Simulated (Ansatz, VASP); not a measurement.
## Si2BN: VASP beside Ansatz

File INCAR:

```
PREC = Accurate
ENCUT = 600
EDIFF = 1E-6
ISMEAR = 0
SIGMA = 0.1
LREAL = False
LASPH = True
NELM = 100
ALGO = Normal
ISIF = 3
LWAVE = False
LCHARG = False
GGA = PE
IBRION = 2
NSW = 100
EDIFFG = -0.01
```

File KPOINTS:

```
regular mesh
0
Gamma
  16 16 12
```

POSCAR

```
Si2BN
1.0
    2.9943192672      0.0000000000      0.0000000000
    0.0000000000      2.9943192672      0.0000000000
    0.0000000000      0.0000000000      4.1551471840
Si B N
2 1 1
Direct
    0.5000000000      0.5000000000      0.5000000000
    0.0000000000      0.0000000000      0.0000000000
    0.0000000000      0.0000000000      0.5000000000
    0.5000000000      0.5000000000      0.0000000000
```

Input for Ansatz:

```yaml
crystal:
  lattice:
    - [2.9943192672, 0.0, 0.0]
    - [0.0, 2.9943192672, 0.0]
    - [0.0, 0.0, 4.155147184]
  atoms:
    - { symbol: Si, position: [0.5, 0.5, 0.5] }
    - { symbol: Si, position: [0.0, 0.0, 0.0] }
    - { symbol: B, position: [0.0, 0.0, 0.5] }
    - { symbol: "N", position: [0.5, 0.5, 0.0] }
basis:
  ecutwfc: 420
kpoints:
  mp_grid: { grid: [16, 16, 12] }
hamiltonian:
  xc: pbe
scf:
  occupations: { method: gaussian, width: 0.1 }
output:
  forces: true
  stress: true
  eigenvalues: true
  write_density: true
  write_potential: true
  elf: true
  volumetric_format: npy
relax:
  adjacent_minimum: "off"
  f_tol: 0.01
  max_steps: 80
  cell: { stress_tol: 0.05 }
```

Alike in both runs: task relaxation of cell and atoms; functional PBE; k mesh 16 × 16 × 12; occupations gaussian, width 0.1 eV; no spin polarisation.

```csv
,VASP,Ansatz
version,VASP 6.6.1,Ansatz 0.2.0
potentials or method,"VASP PAW PBE potentials, release 64 (Si, B, N), cutoff 600 eV","scalar-relativistic, plane waves, PAW"
valence electrons in the cell,16,16
```

VASP gave:

| Quantity | Value |
| --- | --- |
| gap on the k mesh at the Fermi level, each at its own relaxed structure (eV) | none |
| relaxed volume (Å³/atom) | 9.25 |
| relaxed length of the cell vector where the two differ most in proportion (Å) | 3.009 |

Which values does Ansatz return?

gap on the k mesh at the Fermi level, each at its own relaxed structure (eV): none; relaxed volume (Å³/atom): 9.25; relaxed length of the cell vector where the two differ most in proportion (Å): 3.008.

A gap of «none» marks a metal or a gap that the smearing closes.
